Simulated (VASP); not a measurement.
# Li5Be (P-62m) in VASP: a series of runs

The runs below take Li5Be through single point, relaxation of cell and atoms, with PBE.

Everything below comes from runs of VASP 6.6.1. Logs are shortened: lines on timing, memory, paths and dates and some standing lists are left out, and cuts for length are marked.

**1. The cell of the first run**

The structure is hexagonal, space group P-62m (No. 189). Conventional cell: a = 4.929 Å, b = 4.929 Å, c = 4.604 Å, α = 90.00°, β = 90.00°, γ = 120.00°. Within 3.5 Å of Li (site symmetry m2m) lie 10 Li at 2.65 to 2.95 Å and 2 Be at 2.76 Å. Within 3.7 Å of Li (site symmetry -6) lie 9 Li at 2.85 to 2.86 Å and 3 Be at 2.85 Å. Be (site symmetry -62m) has 12 Li at 2.76 to 2.85 Å within 3.6 Å.

**2. Single point, PBE**

File INCAR:

```
ALGO = Normal ; EDIFF = 1E-6
ENCUT = 520 ; GGA = PE
ISIF = 2 ; ISMEAR = 0
LASPH = T ; LCHARG = F
LREAL = F ; LWAVE = F
NBANDS = 18 ; NELM = 100
PREC = Accurate ; SIGMA = 0.1
```

File KPOINTS:

```
k-points
0
Gamma
  12 12 8
```

File POSCAR:

```
Li5Be
1.0
    4.9292344257      0.0000000000      0.0000000000
   -2.4646172128      4.2688422338      0.0000000000
    0.0000000000      0.0000000000      4.6038746023
Li Be
5 1
Direct
    0.0000000000      0.6897057166      0.0000000000
    0.6897057166      0.0000000000      0.0000000000
    0.3102942834      0.3102942834      0.0000000000
    0.6666666667      0.3333333333      0.5000000000
    0.3333333333      0.6666666667      0.5000000000
    0.0000000000      0.0000000000      0.5000000000
```

Potentials or basis: VASP PAW PBE potentials, release 64 (Li_sv, Be).

Command:

```
cat potpaw_PBE.64/Li_sv/POTCAR potpaw_PBE.64/Be/POTCAR > POTCAR
mpirun -np 1 vasp_std > vasp.out
```

OUTCAR:

```text
EDIFF = 1E-6
   ENCUT = 520
   GGA = PE
   ISIF = 2
   ISMEAR = 0
   LASPH = T
   LREAL = F
   NELM = 100
   PREC = Accurate

 ion  position               nearest neighbor table
   1  0.000  0.690  0.000-
   2  0.690  0.000  0.000-
   3  0.310  0.310  0.000-
   4  0.667  0.333  0.500-
   5  0.333  0.667  0.500-
   6  0.000  0.000  0.500-

  LATTYP: Found a hexagonal cell.
 ALAT       =     4.9292344257
 C/A-ratio  =     0.9339938426

  Lattice vectors:

 A1 = (   4.9292344257,   0.0000000000,   0.0000000000)
 A2 = (  -2.4646172128,   4.2688422338,   0.0000000000)
 A3 = (   0.0000000000,   0.0000000000,   4.6038746023)

Analysis of symmetry for initial positions (statically):
=====================================================================
 Subroutine PRICEL returns:
 Original cell was already a primitive cell.

 Routine SETGRP: Setting up the symmetry group for a
 hexagonal supercell.

 Subroutine GETGRP returns: Found 12 space group operations
 (whereof 12 operations were pure point group operations)
 out of a pool of 24 trial point group operations.

The static configuration has the point symmetry D_3h.

Analysis of symmetry for dynamics (positions and initial velocities):
=====================================================================
 Subroutine PRICEL returns:
 Original cell was already a primitive cell.

 Routine SETGRP: Setting up the symmetry group for a
 hexagonal supercell.

 Subroutine GETGRP returns: Found 12 space group operations
 (whereof 12 operations were pure point group operations)
 out of a pool of 24 trial point group operations.

The dynamic configuration has the point symmetry D_3h.

 Subroutine INISYM returns: Found 12 space group operations
 (whereof 12 operations are pure point group operations),
 and found     1 'primitive' translations

----------------------------------------------------------------------------------------

                                     Primitive cell

  volume of cell :      96.8753

  direct lattice vectors                    reciprocal lattice vectors
     4.929234426  0.000000000  0.000000000     0.202871260  0.117127777  0.000000000
    -2.464617213  4.268842234  0.000000000     0.000000000  0.234255553  0.000000000
     0.000000000  0.000000000  4.603874602     0.000000000  0.000000000  0.217208349

  length of vectors
     4.929234426  4.929234426  4.603874602     0.234255553  0.234255553  0.217208349

  position of ions in fractional coordinates (direct lattice)
     0.000000000  0.689705717  0.000000000
     0.689705717  0.000000000  0.000000000
     0.310294283  0.310294283  0.000000000
     0.666666667  0.333333333  0.500000000
     0.333333333  0.666666667  0.500000000
     0.000000000  0.000000000  0.500000000

  ion indices of the primitive-cell ions
   primitive index   ion index
                 1           1
                 2           2
                 3           3
                 4           4
                 5           5
                 6           6

----------------------------------------------------------------------------------------

 KPOINTS: k-points

Automatic generation of k-mesh.
 Grid dimensions read from file:
 generate k-points for:   12   12    8

 Generating k-lattice:

  Cartesian coordinates                     Fractional coordinates (reciprocal lattice)
     0.016905938  0.009760648  0.000000000     0.083333333 -0.000000000  0.000000000
     0.000000000  0.019521296  0.000000000     0.000000000  0.083333333  0.000000000
     0.000000000  0.000000000  0.027151044     0.000000000  0.000000000  0.125000000

  Length of vectors
     0.019521296  0.019521296  0.027151044

  Shift w.r.t. Gamma in fractional coordinates (k-lattice)
     0.000000000  0.000000000  0.000000000

 Subroutine IBZKPT returns following result:
 ===========================================

 Found     95 irreducible k-points:

 Following reciprocal coordinates:
            Coordinates               Weight
  0.000000  0.000000  0.000000      1.000000
  0.083333  0.000000  0.000000      6.000000
  0.166667 -0.000000  0.000000      6.000000
  0.250000 -0.000000  0.000000      6.000000
  0.333333 -0.000000  0.000000      6.000000
  0.416667 -0.000000  0.000000      6.000000
[... 16 lines left out ...]
  0.250000 -0.000000  0.125000     12.000000
  0.333333 -0.000000  0.125000     12.000000
 [... further k-points ...]
   k-points           NKPTS =     95   k-points in BZ     NKDIM =     95   number of bands    NBANDS=     18
   number of dos      NEDOS =    301   number of ions     NIONS =      6
   total plane-waves  NPLWV =  57600
   dimension x,y,z NGX =    40 NGY =   40 NGZ =   36
   dimension x,y,z NGXF=    80 NGYF=   80 NGZF=   72
   ions per type =               5   1
   NGX,Y,Z   is equivalent  to a cutoff of  13.49, 13.49, 13.00 a.u.
   NGXF,Y,Z  is equivalent  to a cutoff of  26.98, 26.98, 26.00 a.u.
 SYSTEM =  unknown system
   PREC   = accura    normal or accurate (medium, high low for compatibility)
   ISTART =      0    job   : 0-new  1-cont  2-samecut
   ICHARG =      2    charge: 1-file 2-atom 10-const
   ISPIN  =      1    spin polarized calculation?
   LNONCOLLINEAR =      F non collinear calculations
   LSORBIT =      F    spin-orbit coupling
   LASPH  =      T    aspherical Exc in radial PAW
   ENCUT  =  520.0 eV  38.22 Ry    6.18 a.u.   9.17  9.17  8.56*2*pi/ulx,y,z
   NELM   =    100;   NELMIN=  2; NELMDL= -5     # of ELM steps
   EDIFF  = 0.1E-05   stopping-criterion for ELM
   LREAL  =      F    real-space projection
   EDIFFG = 0.1E-04   stopping-criterion for IOM
   NSW    =      0    number of steps for IOM
   IBRION =     -1    ionic relax: 0-MD 1-quasi-New 2-CG
   NFREE  =      0    steps in history (QN), initial steepest desc. (CG)
   ISIF   =      2    stress and relaxation
   ISYM   =      2    0-nonsym 1-usesym 2-fastsym
   POTIM  = 0.5000    time-step for ionic-motion
   TEBEG  =    0.0;   TEEND  =   0.0 temperature during run
   PSTRESS=    0.0 pullay stress
   NELECT =      17.0000    total number of electrons
   NUPDOWN=      -1.0000    fix difference up-down
   EMIN   =  10.00;   EMAX   =-10.00  energy-range for DOS
   EFERMI =   0.00;   METHOD = LEGACY
   ISMEAR =     0;   SIGMA  =   0.10  broadening in eV -4-tet -1-fermi 0-gaus
   EFERMI_NEDOS =   21; number of points for ismear=-14 and -15
   IALGO  =     38    algorithm
   IMIX   =      4    mixing-type and parameters
     AMIX     =   0.40;   BMIX     =  1.00
     AMIX_MAG =   1.60;   BMIX_MAG =  1.00
  volume/ion in A,a.u.               =      16.15       108.96
  Fermi-wavevector in a.u.,A,eV,Ry     =   0.916544  1.732018 11.429621  0.840053
  Thomas-Fermi vector in A             =   2.041412
   LORBIT       =      0    0 simple, 1 ext, 2 COOP (PROOUT), +10 PAW based schemes
   GGA     = PE    functional components
   LHFCALC =     F    Hartree Fock is set to
   AEXX    =    0.0000 exact exchange contribution
   IVDW    =     0    specifies the selected vdW correction
   LEPSILON=     F    determine dielectric tensor
   LRPA    =     F    only Hartree local field effects (RPA)
 non-spin polarized calculation
 Gauss-broadening in eV      SIGMA  =   0.10
  energy-cutoff  :      520.00
  volume of cell :       96.88
 maximum number of plane-waves:      2634
 NGX is ok and might be reduce to    40
   NGX = 19   NGY = 19   NGZ = 17

 number of electron      17.0000017 magnetization

 Free energy of the ion-electron system (eV)
  ---------------------------------------------------
  ext. energy  EPLUGINS =         0.00000000
  ---------------------------------------------------
  free energy    TOTEN  =       -12.34713799 eV

  energy without entropy =      -12.33539529  energy(sigma->0) =      -12.34126664

 E-fermi :   1.2600     XC(G=0):  -7.7439

 val. band max:        1.2524168025   @ k =   0.3333  -0.0000   0.2500
 cond. band min:       1.2652038701   @ k =   0.2500  -0.0000   0.0000
 fundamental gap:      0.0127870676
 Fermi energy:         1.2600325295

 k-point     1 :       0.0000    0.0000    0.0000
  band No.  band energies     occupation
      1     -44.8228      2.00000
      2     -44.7855      2.00000
      3     -44.7855      2.00000
      4     -44.6912      2.00000
      5     -44.6728      2.00000
      6      -3.3131      2.00000
[... 10 lines left out ...]
     17       8.2930      0.00000
     18       8.7621      0.00000

 k-point     2 :       0.0833    0.0000    0.0000
  band No.  band energies     occupation
      1     -44.8222      2.00000
      2     -44.7859      2.00000
      3     -44.7857      2.00000
      4     -44.6909      2.00000
      5     -44.6731      2.00000
      6      -3.2756      2.00000
[... 10 lines left out ...]
     17       8.2800      0.00000
     18       8.3209      0.00000

 k-point     3 :       0.1667   -0.0000    0.0000
  band No.  band energies     occupation
      1     -44.8203      2.00000
      2     -44.7872      2.00000
      3     -44.7863      2.00000
      4     -44.6901      2.00000
      5     -44.6739      2.00000
      6      -3.1633      2.00000
[... 10 lines left out ...]
     17       8.2566      0.00000
     18       8.4157      0.00000

 k-point     4 :       0.2500   -0.0000    0.0000
  band No.  band energies     occupation
      1     -44.8174      2.00000
      2     -44.7893      2.00000
      3     -44.7871      2.00000
      4     -44.6888      2.00000
      5     -44.6751      2.00000
      6      -2.9803      2.00000
[... 10 lines left out ...]
     17       8.2577      0.00000
     18       8.3445      0.00000

 k-point     5 :       0.3333   -0.0000    0.0000
  band No.  band energies     occupation
      1     -44.8138      2.00000
      2     -44.7921      2.00000
      3     -44.7880      2.00000
      4     -44.6872      2.00000
      5     -44.6767      2.00000
      6      -2.7373      2.00000
[... 10 lines left out ...]
     17       8.1015      0.00000
     18       8.3950      0.00000

 k-point     6 :       0.4167   -0.0000    0.0000
  band No.  band energies     occupation
      1     -44.8104      2.00000
      2     -44.7950      2.00000
      3     -44.7885      2.00000
      4     -44.6856      2.00000
      5     -44.6782      2.00000
      6      -2.4724      2.00000
[... 10 lines left out ...]
     17       8.2409      0.00000
     18       9.1492      0.00000

 k-point     7 :       0.5000   -0.0000    0.0000
  band No.  band energies     occupation
      1     -44.8088      2.00000
      2     -44.7964      2.00000
      3     -44.7887      2.00000
      4     -44.6849      2.00000
      5     -44.6789      2.00000
      6      -2.3273      2.00000
[... 10 lines left out ...]
     17       8.6912      0.00000
     18       8.7386      0.00000

 k-point     8 :       0.0833    0.0833    0.0000
  band No.  band energies     occupation
      1     -44.8209      2.00000
      2     -44.7867      2.00000
      3     -44.7862      2.00000
      4     -44.6904      2.00000
      5     -44.6736      2.00000
      6      -3.2006      2.00000
[... 10 lines left out ...]
     17       8.2696      0.00000
     18       8.3743      0.00000
[... 229 lines left out ...]
     17       8.6369      0.00000
     18      10.6925      0.00000

 k-point    20 :       0.0000    0.0000    0.1250
  band No.  band energies     occupation
      1     -44.8225      2.00000
      2     -44.7854      2.00000
      3     -44.7854      2.00000
      4     -44.6915      2.00000
      5     -44.6728      2.00000
      6      -3.2420      2.00000
[... 10 lines left out ...]
     17       7.5617      0.00000
     18       8.8019      0.00000

 k-point    21 :       0.0833    0.0000    0.1250
  band No.  band energies     occupation
      1     -44.8219      2.00000
      2     -44.7859      2.00000
      3     -44.7857      2.00000
      4     -44.6912      2.00000
      5     -44.6731      2.00000
      6      -3.2044      2.00000
[... 10 lines left out ...]
     17       7.6289      0.00000
     18       8.4438      0.00000

 k-point    22 :       0.1667   -0.0000    0.1250
  band No.  band energies     occupation
      1     -44.8200      2.00000
      2     -44.7871      2.00000
      3     -44.7863      2.00000
      4     -44.6904      2.00000
      5     -44.6739      2.00000
      6      -3.0920      2.00000
[... 10 lines left out ...]
     17       7.5818      0.00000
     18       8.2975      0.00000

 k-point    23 :       0.2500   -0.0000    0.1250
  band No.  band energies     occupation
      1     -44.8171      2.00000
      2     -44.7892      2.00000
      3     -44.7871      2.00000
      4     -44.6890      2.00000
      5     -44.6752      2.00000
      6      -2.9089      2.00000
[... 10 lines left out ...]
     17       7.6338      0.00000
     18       8.4626      0.00000

 k-point    24 :       0.3333   -0.0000    0.1250
  band No.  band energies     occupation
      1     -44.8137      2.00000
      2     -44.7920      2.00000
      3     -44.7879      2.00000
      4     -44.6874      2.00000
      5     -44.6767      2.00000
      6      -2.6662      2.00000
[... 10 lines left out ...]
     17       8.3690      0.00000
     18       8.7935      0.00000

 [... further k-points ...]
[... 5 lines left out ...]
  --------------------------------------------------------------------------------------
  -------------------------------------------------------------------------------------
  Total       -0.0531574     -0.0531574     -0.0362640     -0.0000000     -0.0000000      0.0000000
  in kB       -0.8791468     -0.8791468     -0.5997548     -0.0000000     -0.0000000      0.0000000
  external PRESSURE =      -0.7860162 kB  Pullay stress =       0.0000000 kB

 VOLUME and BASIS-vectors are now :
 -----------------------------------------------------------------------------
  energy-cutoff  :      520.00
  volume of cell :       96.88
      direct lattice vectors                 reciprocal lattice vectors
     4.929234426  0.000000000  0.000000000     0.202871260  0.117127777  0.000000000
    -2.464617213  4.268842234  0.000000000     0.000000000  0.234255553  0.000000000
     0.000000000  0.000000000  4.603874602     0.000000000  0.000000000  0.217208349

 POSITION                                       TOTAL-FORCE (eV/Angst)
 -----------------------------------------------------------------------------------
     -1.69986      2.94424      0.00000         0.001077     -0.001866     -0.000000
      3.39972      0.00000      0.00000        -0.002155      0.000000      0.000000
      0.76476      1.32460      0.00000         0.001077      0.001866      0.000000
      2.46462      1.42295      2.30194        -0.000000      0.000000      0.000000
     -0.00000      2.84589      2.30194         0.000000      0.000000      0.000000
      0.00000      0.00000      2.30194         0.000000      0.000000      0.000000
 -----------------------------------------------------------------------------------
    total drift:                               -0.000000     -0.000000      0.000000

  FREE ENERGIE OF THE ION-ELECTRON SYSTEM (eV)
  ---------------------------------------------------
  free  energy   TOTEN  =       -12.3471379894 eV

  energy  without entropy=      -12.3353952867  energy(sigma->0) =      -12.34126664
```

Wall time 65 s (1 thread of Intel Xeon 6975P-C (Granite Rapids), shared host); peak memory 0.29 GiB.

What came out:

```
Free energy : -12.3471 eV
```

Forces on the atoms (eV/Å):
```
Li   0.001 -0.002  0.000
Li  -0.002  0.000  0.000
Li   0.001  0.002  0.000
Li   0.000  0.000  0.000
Li   0.000  0.000  0.000
Be   0.000  0.000  0.000
```

Caveat: the cutoff is under 1.25 times the usual one of these potentials, so pressure, stress and relaxed cells hold a basis-set (Pulay) error.

(Continued in part 2 of 2.)
